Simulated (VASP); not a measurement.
# CoO (R-3m) in VASP: single point with r2SCAN+U

Aim: the single point of CoO with r2SCAN+U.

All numbers are computed with VASP 6.6.1; they aren't measurements. Logs are shortened: lines on timing, memory, paths and dates and some standing lists are left out, and cuts for length are marked.

### Step 1. The cell of the first run

It takes space group R-3m (No. 166, trigonal). Conventional cell: a = 3.046 Å, b = 3.046 Å, c = 7.344 Å, α = 90.00°, β = 90.00°, γ = 120.00°. Within 2.8 Å of Co (site symmetry -3m) lie 6 O at 2.14 Å. O (site symmetry -3m) has 6 Co at 2.14 Å within 2.8 Å.

### Step 2. Single point, r2SCAN+U, collinear spin, ferromagnetic start

POSCAR reads:

```
CoO
1.0
    3.0460151788      0.0000000000      0.0000000000
   -1.5230075894      2.6379265252      0.0000000000
    0.0000000000      0.0000000000      7.3439526177
Co O
3 3
Direct
    0.0000000000      0.0000000000      0.0000000000
    0.6666666667      0.3333333333      0.3333333333
    0.3333333333      0.6666666667      0.6666666667
    0.3333333333      0.6666666667      0.1666666667
    0.0000000000      0.0000000000      0.5000000000
    0.6666666667      0.3333333333      0.8333333333
```

INCAR.step1 reads:

```
PREC = Accurate ; ENCUT = 520
ISMEAR = 0 ; SIGMA = 0.02
LREAL = F ; LASPH = T
NELM = 150 ; ISPIN = 2
MAGMOM = 2.93 2.93 2.93 0.21 0.21 0.21 ; LMAXMIX = 4
LDAU = T ; LDAUTYPE = 2
LDAUL = 2 -1 ; LDAUU = 3.32 0
LDAUJ = 0 0 ; NBANDS = 36
GGA = PE ; ALGO = Normal
EDIFF = 1E-4 ; LWAVE = T
LCHARG = F
```

INCAR.step2 reads:

```
PREC = Accurate ; ENCUT = 520
EDIFF = 1E-7 ; ISMEAR = 0
SIGMA = 0.02 ; LREAL = F
LASPH = T ; NELM = 150
ALGO = Normal ; ISIF = 2
LWAVE = F ; LCHARG = T
ISPIN = 2 ; MAGMOM = 2.93 2.93 2.93 0.21 0.21 0.21
LORBIT = 11 ; LMAXMIX = 4
LDAU = T ; LDAUTYPE = 2
LDAUL = 2 -1 ; LDAUU = 3.32 0
LDAUJ = 0 0 ; LDAUPRINT = 1
METAGGA = R2SCAN ; LMIXTAU = T
LELF = T ; LVHAR = T
NBANDS = 36 ; ISTART = 1
```

KPOINTS reads:

```
Automatic mesh
0
Gamma
  12 12 4
```

Potentials or basis: VASP PAW PBE potentials, release 64 (Co, O).

The run is started by

```bash
$ cat potpaw_PBE.64/Co/POTCAR potpaw_PBE.64/O/POTCAR > POTCAR
$ cp INCAR.step1 INCAR
$ mpirun -np 1 vasp_std > vasp.out
$ cp INCAR.step2 INCAR
$ mpirun -np 1 vasp_std > vasp.out
```

OUTCAR:

```text
PREC = Accurate
   ENCUT = 520
   EDIFF = 1E-7
   ISMEAR = 0
   LREAL = F
   LASPH = T
   NELM = 150
   ISIF = 2
   ISPIN = 2
   LORBIT = 11
   METAGGA = R2SCAN
   ISTART = 1

 ion  position               nearest neighbor table
   1  0.000  0.000  0.000-   4 2.14   6 2.14   6 2.14   4 2.14   6 2.14   4 2.14   2 3.01   3 3.01
                             3 3.01   2 3.01   2 3.01   3 3.01
   2  0.667  0.333  0.333-   4 2.14   4 2.14   5 2.14   4 2.14   5 2.14   5 2.14   1 3.01   1 3.01
                             1 3.01   3 3.01   3 3.01   3 3.01
   3  0.333  0.667  0.667-   6 2.14   6 2.14   5 2.14   6 2.14   5 2.14   5 2.14   1 3.01   1 3.01
                             1 3.01   2 3.01   2 3.01   2 3.01
   4  0.333  0.667  0.167-   2 2.14   2 2.14   1 2.14   2 2.14   1 2.14   1 2.14
   5  0.000  0.000  0.500-   2 2.14   3 2.14   2 2.14   3 2.14   2 2.14   3 2.14
   6  0.667  0.333  0.833-   3 2.14   3 2.14   1 2.14   3 2.14   1 2.14   1 2.14

  LATTYP: Found a hexagonal cell.
 ALAT       =     3.0460151788
 C/A-ratio  =     2.4110032901

  Lattice vectors:

 A1 = (   3.0460151788,   0.0000000000,   0.0000000000)
 A2 = (  -1.5230075894,   2.6379265252,   0.0000000000)
 A3 = (   0.0000000000,   0.0000000000,   7.3439526177)

Analysis of symmetry for initial positions (statically):
=====================================================================
 Subroutine PRICEL returns following result:

  LATTYP: Found a trigonal (rhomboedric) cell.
 ALAT       =     3.0141935622
 COS(alpha) =     0.4893870149
[... 12 lines left out ...]
 Subroutine GETGRP returns: Found 12 space group operations
 (whereof 12 operations were pure point group operations)
 out of a pool of 24 trial point group operations.

The static configuration has the point symmetry D_3d.

Analysis of symmetry for dynamics (positions and initial velocities):
=====================================================================
 Subroutine PRICEL returns following result:

  LATTYP: Found a trigonal (rhomboedric) cell.
 ALAT       =     3.0141935622
 COS(alpha) =     0.4893870149
[... 12 lines left out ...]
 Subroutine GETGRP returns: Found 12 space group operations
 (whereof 12 operations were pure point group operations)
 out of a pool of 24 trial point group operations.

The dynamic configuration has the point symmetry D_3d.

Analysis of structural, dynamic, and magnetic symmetry:
=====================================================================
 Subroutine PRICEL returns following result:

  LATTYP: Found a trigonal (rhomboedric) cell.
 ALAT       =     3.0141935622
 COS(alpha) =     0.4893870149
[... 12 lines left out ...]
 Subroutine GETGRP returns: Found 12 space group operations
 (whereof 12 operations were pure point group operations)
 out of a pool of 24 trial point group operations.

The overall configuration has the point symmetry D_3d.

 Subroutine INISYM returns: Found 12 space group operations
 (whereof 12 operations are pure point group operations),
 and found     3 'primitive' translations

----------------------------------------------------------------------------------------

                                     Primitive cell

  volume of cell :      19.6700

  direct lattice vectors                    reciprocal lattice vectors
    -1.523007589 -0.879308842 -2.447984206    -0.328297773 -0.189542808 -0.136166456
    -0.000000000  1.758617684 -2.447984206    -0.000000000  0.379085615 -0.136166456
     1.523007589 -0.879308842 -2.447984206     0.328297773 -0.189542808 -0.136166456

  length of vectors
     3.014193562  3.014193562  3.014193562     0.402799215  0.402799215  0.402799215

  position of ions in fractional coordinates (direct lattice)
     0.000000000  0.000000000  0.000000000
     0.500000000  0.500000000  0.500000000

  ion indices of the primitive-cell ions
   primitive index   ion index
                 1           1
                 2           4

----------------------------------------------------------------------------------------

 KPOINTS: Automatic mesh

Automatic generation of k-mesh.
 Grid dimensions read from file:
 generate k-points for:   12   12    4

 Generating k-lattice:
[... 42 lines left out ...]
  0.000000  0.166667  0.250000      6.000000
 [... further k-points ...]
   k-points           NKPTS =     69   k-points in BZ     NKDIM =     69   number of bands    NBANDS=     36
   number of dos      NEDOS =    301   number of ions     NIONS =      6
   total plane-waves  NPLWV =  32256
   dimension x,y,z NGX =    24 NGY =   24 NGZ =   56
   dimension x,y,z NGXF=    48 NGYF=   48 NGZF=  112
   ions per type =               3   3
   NGX,Y,Z   is equivalent  to a cutoff of  13.10, 13.10, 12.68 a.u.
   NGXF,Y,Z  is equivalent  to a cutoff of  26.20, 26.20, 25.35 a.u.
 SYSTEM =  unknown system
   PREC   = accura    normal or accurate (medium, high low for compatibility)
   ISTART =      1    job   : 0-new  1-cont  2-samecut
   ICHARG =      0    charge: 1-file 2-atom 10-const
   ISPIN  =      2    spin polarized calculation?
   LNONCOLLINEAR =      F non collinear calculations
   LSORBIT =      F    spin-orbit coupling
   LASPH  =      T    aspherical Exc in radial PAW
   ENCUT  =  520.0 eV  38.22 Ry    6.18 a.u.   5.66  5.66 13.65*2*pi/ulx,y,z
   NELM   =    150;   NELMIN=  2; NELMDL=  0     # of ELM steps
   EDIFF  = 0.1E-06   stopping-criterion for ELM
   LREAL  =      F    real-space projection
   EDIFFG = 0.1E-05   stopping-criterion for IOM
   NSW    =      0    number of steps for IOM
   IBRION =     -1    ionic relax: 0-MD 1-quasi-New 2-CG
   NFREE  =      0    steps in history (QN), initial steepest desc. (CG)
   ISIF   =      2    stress and relaxation
   ISYM   =      2    0-nonsym 1-usesym 2-fastsym
   POTIM  = 0.5000    time-step for ionic-motion
   TEBEG  =    0.0;   TEEND  =   0.0 temperature during run
   PSTRESS=    0.0 pullay stress
   NELECT =      45.0000    total number of electrons
   NUPDOWN=      -1.0000    fix difference up-down
   EMIN   =  10.00;   EMAX   =-10.00  energy-range for DOS
   EFERMI =   0.00;   METHOD = LEGACY
   ISMEAR =     0;   SIGMA  =   0.02  broadening in eV -4-tet -1-fermi 0-gaus
   EFERMI_NEDOS =   21; number of points for ismear=-14 and -15
   IALGO  =     38    algorithm
   IMIX   =      4    mixing-type and parameters
     AMIX     =   0.40;   BMIX     =  1.00
     AMIX_MAG =   1.60;   BMIX_MAG =  1.00
  volume/ion in A,a.u.               =       9.83        66.37
  Fermi-wavevector in a.u.,A,eV,Ry     =   1.495676  2.826417 30.436859  2.237046
  Thomas-Fermi vector in A             =   2.607790
   LORBIT       =     11    0 simple, 1 ext, 2 COOP (PROOUT), +10 PAW based schemes
 LDA+U is selected, type is set to LDAUTYPE =  2
   angular momentum for each species LDAUL =     2   -1
   U (eV)           for each species LDAUU =   3.3  0.0
   J (eV)           for each species LDAUJ =   0.0  0.0
   METAGGA = R2SCAN    functional components
   LHFCALC =     F    Hartree Fock is set to
   AEXX    =    0.0000 exact exchange contribution
   IVDW    =     0    specifies the selected vdW correction
   LEPSILON=     F    determine dielectric tensor
   LRPA    =     F    only Hartree local field effects (RPA)
 spin polarized calculation
 Gauss-broadening in eV      SIGMA  =   0.02
  energy-cutoff  :      520.00
  volume of cell :       59.01
 maximum number of plane-waves:      1617
 NGX is ok and might be reduce to    24
   NGX = 11   NGY = 11   NGZ = 27

atom =   1  type =  1  l = 2

 onsite density matrix

spin component  1
[... 83 lines left out ...]
  o =  0.1040  v =  0.0000  0.0000  0.0000  0.0000  0.0000 -0.3502  0.0000 -0.0000  0.9367 -0.0000      0.0000  0.0000  0.0000  0.0000  0.0000  0.0000  0.0000  0.0000  0.0000  0.0000
  o =  0.1040  v =  0.0000  0.0000  0.0000  0.0000  0.0000 -0.0000 -0.9367 -0.0000  0.0000  0.3502      0.0000  0.0000  0.0000  0.0000  0.0000  0.0000  0.0000  0.0000  0.0000  0.0000
  o =  0.5100  v =  0.0000  0.0000  0.0000  0.0000  0.0000 -0.9367  0.0000 -0.0000 -0.3502  0.0000      0.0000  0.0000  0.0000  0.0000  0.0000  0.0000  0.0000  0.0000  0.0000  0.0000
  o =  0.5100  v =  0.0000  0.0000  0.0000  0.0000  0.0000 -0.0000 -0.3502  0.0000 -0.0000 -0.9367      0.0000  0.0000  0.0000  0.0000  0.0000  0.0000  0.0000  0.0000  0.0000  0.0000
  o =  0.9632  v =  0.0000  0.0000  0.0000  0.0000  0.0000  0.0000  0.0000  1.0000 -0.0000  0.0000      0.0000  0.0000  0.0000  0.0000  0.0000  0.0000  0.0000  0.0000  0.0000  0.0000
  o =  0.9688  v =  0.0000  0.0000 -1.0000  0.0000  0.0000  0.0000  0.0000  0.0000  0.0000  0.0000      0.0000  0.0000  0.0000  0.0000  0.0000  0.0000  0.0000  0.0000  0.0000  0.0000
  o =  0.9710  v = -0.8128 -0.0000 -0.0000 -0.5826 -0.0000  0.0000  0.0000  0.0000  0.0000  0.0000      0.0000  0.0000  0.0000  0.0000  0.0000  0.0000  0.0000  0.0000  0.0000  0.0000
  o =  0.9710  v =  0.0000 -0.5826 -0.0000  0.0000 -0.8128  0.0000  0.0000  0.0000  0.0000  0.0000      0.0000  0.0000  0.0000  0.0000  0.0000  0.0000  0.0000  0.0000  0.0000  0.0000
  o =  1.0122  v =  0.5826 -0.0000 -0.0000 -0.8128 -0.0000  0.0000  0.0000  0.0000  0.0000  0.0000      0.0000  0.0000  0.0000  0.0000  0.0000  0.0000  0.0000  0.0000  0.0000  0.0000
  o =  1.0122  v =  0.0000 -0.8128  0.0000 -0.0000  0.5826  0.0000  0.0000  0.0000  0.0000  0.0000      0.0000  0.0000  0.0000  0.0000  0.0000  0.0000  0.0000  0.0000  0.0000  0.0000

 number of electron      45.0000011 magnetization       9.0000001

 Free energy of the ion-electron system (eV)
  ---------------------------------------------------
  ext. energy  EPLUGINS =         0.00000000
  ---------------------------------------------------
  free energy    TOTEN  =       -59.00940769 eV

  energy without entropy =      -59.00845985  energy(sigma->0) =      -59.00893377

 E-fermi :   7.5330     XC(G=0): -12.9634

 val. band max:        7.5262266645   @ k =   0.4167   0.0833   0.0000
 cond. band min:       7.5331036447   @ k =   0.3333   0.0833   0.2500
 fundamental gap:      0.0068769803
 Fermi energy:         7.5330419130

 spin component 1

 k-point     1 :       0.0000    0.0000    0.0000
  band No.  band energies     occupation
      1     -13.4350      1.00000
      2     -12.5748      1.00000
      3     -12.5748      1.00000
      4       0.1082      1.00000
      5       0.1084      1.00000
      6       0.4065      1.00000
[... 1769 lines left out ...]
     33      20.5189      0.00000
     34      21.6854      0.00000

 [... further k-points ...]

 [bands above 34 left out]

------------------------ aborting loop because EDIFF is reached ----------------------------------------

  FORCE on cell =-STRESS in cart. coord.  units (eV):
  Direction    XX          YY          ZZ          XY          YZ          ZX
  --------------------------------------------------------------------------------------
  -------------------------------------------------------------------------------------
  Total       -3.0982458     -3.0982458     -3.2183951      0.0000000      0.0000000      0.0000000
  in kB      -84.1204968    -84.1204968    -87.3826710      0.0000000      0.0000000      0.0000000
  external PRESSURE =     -85.2078882 kB  Pullay stress =       0.0000000 kB

 VOLUME and BASIS-vectors are now :
 -----------------------------------------------------------------------------
  energy-cutoff  :      520.00
  volume of cell :       59.01
      direct lattice vectors                 reciprocal lattice vectors
     3.046015179  0.000000000  0.000000000     0.328297773  0.189542808  0.000000000
    -1.523007589  2.637926525  0.000000000     0.000000000  0.379085615  0.000000000
     0.000000000  0.000000000  7.343952618     0.000000000  0.000000000  0.136166456

 POSITION                                       TOTAL-FORCE (eV/Angst)
 -----------------------------------------------------------------------------------
      0.00000      0.00000      0.00000        -0.000000     -0.000000      0.000000
      1.52301      0.87931      2.44798         0.000000     -0.000000     -0.000000
     -0.00000      1.75862      4.89597        -0.000000     -0.000000      0.000000
     -0.00000      1.75862      1.22399        -0.000000     -0.000000      0.000000
      0.00000      0.00000      3.67198        -0.000000     -0.000000      0.000000
      1.52301      0.87931      6.11996         0.000000      0.000000     -0.000000
 -----------------------------------------------------------------------------------
    total drift:                                0.000000      0.000000      0.000000

  FREE ENERGIE OF THE ION-ELECTRON SYSTEM (eV)
  ---------------------------------------------------
  free  energy   TOTEN  =       -59.0094076890 eV

  energy  without entropy=      -59.0084598512  energy(sigma->0) =      -59.00893377

 total charge

# of ion       s       p       d       tot
------------------------------------------
    1        0.292   0.358   7.104   7.754
    2        0.292   0.358   7.104   7.754
    3        0.292   0.358   7.104   7.754
    4        1.555   3.479   0.000   5.035
    5        1.555   3.479   0.000   5.035
    6        1.555   3.479   0.000   5.035
--------------------------------------------------
tot          5.543  11.510  21.311  38.365

 magnetization (x)

# of ion       s       p       d       tot
------------------------------------------
    1        0.025   0.020   2.743   2.788
    2        0.025   0.020   2.743   2.788
    3        0.025   0.020   2.743   2.788
    4        0.021   0.199   0.000   0.220
    5        0.021   0.199   0.000   0.220
    6        0.021   0.199   0.000   0.220
--------------------------------------------------
tot          0.139   0.656   8.229   9.024
```

Run time: 23 min. Hardware: 1 thread of Intel Xeon 8259CL, shared host; peak memory 0.33 GiB.

What came out:

* Free energy: -59.0094 eV
* Pressure: -8.5 GPa
* Band gap on the k mesh: zero (filled and empty bands overlap)
* Net moment: 9.00 μB per cell
* Site moments: Co +2.79; O +0.22 μB
* Valence electrons inside the program's atomic spheres: Co 7.75; O 5.04

Stress tensor (GPa, compression positive):
```
-8.41  0.00  0.00
 0.00 -8.41  0.00
 0.00  0.00 -8.74
```

Eigenvalues of the final occupation matrices:
```csv
site,spin,trace,eigenvalues
site 1 d,1,4.94,0.97 0.97 0.97 1.01 1.01
site 1 d,2,2.19,0.10 0.10 0.51 0.51 0.96
site 2 d,1,4.94,0.97 0.97 0.97 1.01 1.01
site 2 d,2,2.19,0.10 0.10 0.51 0.51 0.96
site 3 d,1,4.94,0.97 0.97 0.97 1.01 1.01
site 3 d,2,2.19,0.10 0.10 0.51 0.51 0.96
```

Caveat: the cell stands under tension; the PAW data sets were made with another functional, which shifts forces and pressure a little.
